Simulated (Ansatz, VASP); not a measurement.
**Te2Mo in VASP and in Ansatz**

The input INCAR:

```
SYSTEM = Te2Mo
PREC = Accurate ; ENCUT = 600
EDIFF = 1E-7 ; ISMEAR = -1
SIGMA = 0.05 ; LREAL = .False.
LASPH = .True. ; NELM = 100
ALGO = Normal ; ISIF = 3
LWAVE = .False. ; LCHARG = .False.
GGA = PE ; IBRION = 2
NSW = 100 ; EDIFFG = -0.005
```

KPOINTS

```
Automatic mesh
0
Gamma
  12 12 7
  0 0 0
```

Contents of POSCAR:

```
Te2Mo
1.0
    3.9669830199      0.0000000000      0.0000000000
   -1.9834915099      3.4355080716      0.0000000000
    0.0000000000      0.0000000000      6.3471728318
Mo Te
1 2
Direct
    0.0000000000      0.0000000000      0.0000000000
    0.3333333333      0.6666666667      0.2500000000
    0.6666666667      0.3333333333      0.7500000000
```

Input for Ansatz:

```yaml
crystal:
  lattice:
    - [3.9669830199, 0.0, 0.0]
    - [-1.9834915099, 3.4355080716, 0.0]
    - [0.0, 0.0, 6.3471728318]
  atoms:
    - { symbol: Mo, position: [0.0, 0.0, 0.0] }
    - { symbol: Te, position: [0.3333333333, 0.6666666667, 0.25] }
    - { symbol: Te, position: [0.6666666667, 0.3333333333, 0.75] }
kpoints:
  mp_grid: { grid: [12, 12, 7] }
scf:
  occupations: { method: fermi_dirac, width: 0.05 }
hamiltonian:
  xc: pbe
  pseudopotentials: { kind: paw }
output:
  forces: true
  stress: true
relax:
  f_tol: 0.005
  max_steps: 80
  cell: {}
```

Alike in both runs: task relaxation of cell and atoms; functional PBE; k mesh 12 × 12 × 7; occupations fermi-dirac, width 0.05 eV; no spin polarisation.

```csv
,VASP,Ansatz
version,VASP 6.6.1,Ansatz 0.2.0
potentials or method,"VASP PAW PBE potentials, release 64 (Mo_sv, Te)","PAW with Ansatz's default frozen-core files, scalar-relativistic"
plane-wave cutoff (eV),600,420
valence electrons in the cell,26,46
```

|  | VASP | Ansatz | Ansatz less VASP |
| --- | --- | --- | --- |
| relaxed volume (Å³/atom) | 27.90 | 28.09 | +0.188 |
| relaxed cell length with the largest relative difference (Å) | 7.845 | 7.901 | +0.0567 |

VASP's potentials hold 26 valence electrons a cell and Ansatz's 46, so a difference there can come from the potentials and not from the codes.

Neither program's run includes spin-orbit coupling.
